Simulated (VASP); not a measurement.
Write the native input for VASP 6.6.1 that does the following.

```yaml
Task: single point
Functional: PBE
Potentials_or_basis: VASP PAW PBE potentials, release 64 (In_d, O)
Cutoff: 520 eV
k_mesh: 4 × 4 × 4
Occupations: gaussian, width 0.1 eV
Spin: collinear spin, ferromagnetic start
Starting_moments: "[0.0, 1.0, 1.0, 1.0, 1.0, 1.0] μB"
Dipole_correction: no
Further_INCAR_settings: ALGO = Normal; EDIFF = 1e-06; NBANDS = 34
```

The structure of InO5 lies in POSCAR:

```
InO5
1.0
    0.0000000000      3.1019549589      3.1019549589
    3.1019549589      0.0000000000      3.1019549589
    3.1019549589      3.1019549589      0.0000000000
In O
1 5
Direct
    0.5000000000      0.5000000000      0.5000000000
    0.2500000000      0.2500000000      0.2500000000
    0.8749848833      0.8749848833      0.8749848833
    0.8749848833      0.8749848833      0.3750453501
    0.8749848833      0.3750453501      0.8749848833
    0.3750453501      0.8749848833      0.8749848833
```

One way to write it, as run:

INCAR

```
SYSTEM = InO5
PREC     = Accurate       ! precision mode
ENCUT    = 520            ! plane-wave cutoff, eV
EDIFF    = 1E-6           ! SCF threshold, eV
ISMEAR   = 0              ! smearing method
SIGMA    = 0.1            ! smearing width, eV
LREAL    = .FALSE.        ! projectors in reciprocal space
LASPH    = .TRUE.         ! aspherical terms in the spheres
NELM     = 150            ! most SCF steps
ALGO     = Normal         ! electronic algorithm
ISIF     = 2              ! what is computed and relaxed
LWAVE    = .FALSE.        ! write WAVECAR
LCHARG   = .FALSE.        ! write CHGCAR
ISPIN    = 2              ! spin polarisation
MAGMOM   = 0 1 1 1 1 1    ! initial moments
LORBIT   = 11             ! projections on sites
GGA      = PE             ! functional
NBANDS   = 34             ! bands
```

KPOINTS

```
regular mesh
0
G
  4 4 4
  0 0 0
```

Potentials or basis: VASP PAW PBE potentials, release 64 (In_d, O).

Launch:

```bash
$ cat potpaw_PBE.64/In_d/POTCAR potpaw_PBE.64/O/POTCAR > POTCAR
$ mpirun -np 1 vasp_std > vasp.out
```

It gave:

* Pressure: -0.3 GPa
* Net moment: 4.59 μB per cell
* Site moments: In -0.12; O +1.02, +0.78 μB
* Valence electrons inside the program's atomic spheres: In 10.89; O 4.72, 4.69

Caveat: the k points lie up to 0.44 Å⁻¹ apart.

Wall time 30 s on 1 thread of Intel(R) Xeon(R) 6975P-C (Granite Rapids), on a shared host, peak memory 0.24 GiB.
